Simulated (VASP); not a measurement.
Here is a VASP 6.6.1 calculation.

Contents of INCAR:

```
SYSTEM = TaN
  PREC = Accurate
  ENCUT = 520
  EDIFF = 1E-6
  ISMEAR = -1
  SIGMA = 0.15
  LREAL = .False.
  LASPH = .True.
  NELM = 80
  ALGO = Normal
  ISIF = 2
  LWAVE = .False.
  LCHARG = .False.
  NBANDS = 15
```

KPOINTS

```
regular mesh
0
Gamma
  16 16 16
  0 0 0
```

Contents of POSCAR:

```
TaN
1.0
    0.0000000000      2.1747153532      2.1747153532
    2.1747153532      0.0000000000      2.1747153532
    2.1747153532      2.1747153532      0.0000000000
Ta N
1 1
Direct
    0.5000000000      0.5000000000      0.5000000000
    0.0000000000      0.0000000000      0.0000000000
```

Potentials or basis: VASP PAW LDA potentials, release 64 (Ta_pv, N).

Run with:

```bash
$ cat potpaw_LDA.64/Ta_pv/POTCAR potpaw_LDA.64/N/POTCAR > POTCAR
$ mpirun -np 1 vasp_std > vasp.out
```

Problem. Predict the band gap on the k mesh.

Solution. Zero (bands 8 and 9 overlap by 4.21 eV).

Problem. Predict the pressure.

Solution. 2.1 GPa.

Caveat: spin-orbit coupling is left out, which moves the levels of the heavy elements.
